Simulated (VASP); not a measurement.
# TiO2: single point with LDA+U

Crystal: TiO2.

```
Ti O
1.0
     2.98402   -0.00006    0.00012
     0.00011    4.63886   -0.02179
     1.49172    0.20600    7.05794
Ti O
3 6
Direct
  0.00367 0.00038 0.00070
  0.34584 0.48632 0.31635
  0.66148 0.51444 0.68506
  0.44139 0.18986 0.12521
  0.77967 0.30142 0.44865
  0.10210 0.30430 0.80380
  0.90519 0.69645 0.19761
  0.22762 0.69933 0.55276
  0.56590 0.81089 0.87620
```

```json
{
  "Program": "VASP 6.6.1",
  "Task": "single point",
  "Functional": "LDA",
  "Potentials or basis": "VASP PAW LDA potentials, release 64 (Ti_sv, O)",
  "Cutoff": "600 eV",
  "k mesh": "9 × 6 × 4",
  "Occupations": "fermi-dirac, width 0.05 eV",
  "Spin": "no spin polarisation",
  "Hubbard terms": "Ti d U = 6.0 eV",
  "Dipole correction": "no",
  "Further INCAR settings": "ALGO = Normal; EDIFF = 1e-06; NBANDS = 46"
}
```

```yaml
Pressure: 6.6 GPa
Largest_force: 0.652 eV/Å
Band_gap_on_the_k_mesh: 3.06 eV (least direct gap 3.12 eV)
```

Forces on the atoms (eV/Å):
```
Ti  -0.001  0.000  0.000
Ti  -0.001  0.006 -0.092
Ti   0.000 -0.006  0.092
O    0.001  0.127  0.111
O    0.000 -0.651  0.030
O    0.000 -0.124  0.094
O    0.000  0.124 -0.094
O    0.000  0.651 -0.030
O    0.001 -0.127 -0.112
```

Stress tensor (GPa, compression positive):
```
7.02 0.00 0.00
0.00 5.95 0.21
0.00 0.21 6.69
```

Levels at points of the mesh, in eV from the valence-band top:
| k point | band 32 | band 33 | band 34 | band 35 | band 36 | band 37 | band 38 | band 39 | band 40 | band 41 |
| --- | --- | --- | --- | --- | --- | --- | --- | --- | --- | --- |
| (0.00, 0.00, 0.00) | -0.96 | -0.58 | -0.43 | -0.29 | -0.06 | 3.09 | 3.47 | 3.55 | 3.66 | 3.92 |
| (0.00, 0.50, 0.00) | -1.22 | -1.16 | -1.02 | -0.86 | -0.81 | 3.06 | 3.42 | 3.56 | 3.77 | 3.92 |
| (0.00, 0.00, 0.50) | -1.27 | -0.99 | -0.81 | -0.34 | -0.14 | 3.14 | 3.40 | 3.59 | 3.75 | 3.77 |
| (0.00, 0.50, 0.50) | -1.48 | -0.90 | -0.89 | -0.79 | -0.27 | 3.14 | 3.30 | 3.49 | 3.63 | 3.94 |

Eigenvalues of the final occupation matrices:
```
    site  spin  trace               eigenvalues
site 1 d     1   0.78  0.07 0.09 0.09 0.26 0.27
site 1 d     2   0.78  0.07 0.09 0.09 0.26 0.27
site 2 d     1   0.80  0.08 0.09 0.10 0.26 0.27
site 2 d     2   0.80  0.08 0.09 0.10 0.26 0.27
site 3 d     1   0.80  0.08 0.09 0.10 0.26 0.27
site 3 d     2   0.80  0.08 0.09 0.10 0.26 0.27
```

Run time: 75 s on 4 MPI ranks on Intel(R) Xeon(R) 6975P-C (Granite Rapids), on a shared host, peak memory 0.5 GiB a rank.

Caveat: the cell stands under pressure. A k mesh can miss the band edges.
